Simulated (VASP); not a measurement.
**SnSe: single point with PBEsol**

The system is SnSe.

```xyz
2
Lattice="0.0000 2.9728 2.9728 2.8241 0.0000 2.9728 2.8241 2.9728 0.0000" Properties=species:S:1:pos:R:3 pbc="T T T"
Sn    0.0000    0.0000    0.0000
Se    2.8241    2.9728    2.9728
```

This cell differs from its parent crystal: strain -0.0500 x Voigt [1, 0, 0, 0, 0, 0].

```json
{"Program": "VASP 6.6.1", "Task": "single point", "Functional": "PBEsol", "Potentials or basis": "VASP PAW PBE potentials, release 64 (Sn_d, Se)", "Cutoff": "520 eV", "k mesh": "8 × 8 × 8", "Occupations": "gaussian, width 0.05 eV", "Spin": "no spin polarisation", "Dipole correction": "no", "Further INCAR settings": "ALGO = Normal; EDIFF = 1e-07; NBANDS = 17"}
```

| Item | Value |
| --- | --- |
| Pressure | 3.7 GPa |
| Band gap on the k mesh | 0.63 eV, indirect (least direct gap 0.72 eV) |

Stress tensor (GPa, compression positive):
```
9.89 0.00 0.00
0.00 0.60 0.00
0.00 0.00 0.60
```

Levels at points of the mesh, in eV from the valence-band top:
| k point | band 6 | band 7 | band 8 | band 9 | band 10 | band 11 | band 12 | band 13 | band 14 | band 15 |
| --- | --- | --- | --- | --- | --- | --- | --- | --- | --- | --- |
| (0.00, 0.00, 0.00) | -14.55 | -4.80 | -2.84 | -2.29 | -2.29 | 4.17 | 4.17 | 5.56 | 5.56 | 5.56 |
| (0.50, 0.00, 0.00) | -13.40 | -8.61 | -2.25 | -2.15 | -0.20 | 0.96 | 0.97 | 1.34 | 8.34 | 9.97 |
| (0.50, 0.50, 0.00) | -13.10 | -6.13 | -5.98 | -4.37 | -3.74 | 2.67 | 5.23 | 6.28 | 6.63 | 10.49 |
| (0.00, 0.50, 0.50) | -12.87 | -6.23 | -6.23 | -4.20 | -4.20 | 2.47 | 5.65 | 5.65 | 6.96 | 10.72 |

Run time: 40 s on 1 thread of Intel(R) Xeon(R) Platinum 8259CL CPU @ 2.50GHz (Skylake/Cascade Lake) (shared host), peak memory 0.2 GiB.

Caveat: the cell differs from its parent crystal (strain -0.0500 x Voigt [1, 0, 0, 0, 0, 0]); the PAW data sets were made with another functional, which shifts forces and pressure a little; spin-orbit coupling is left out, which moves the levels of the heavy elements. A k mesh can miss the band edges.
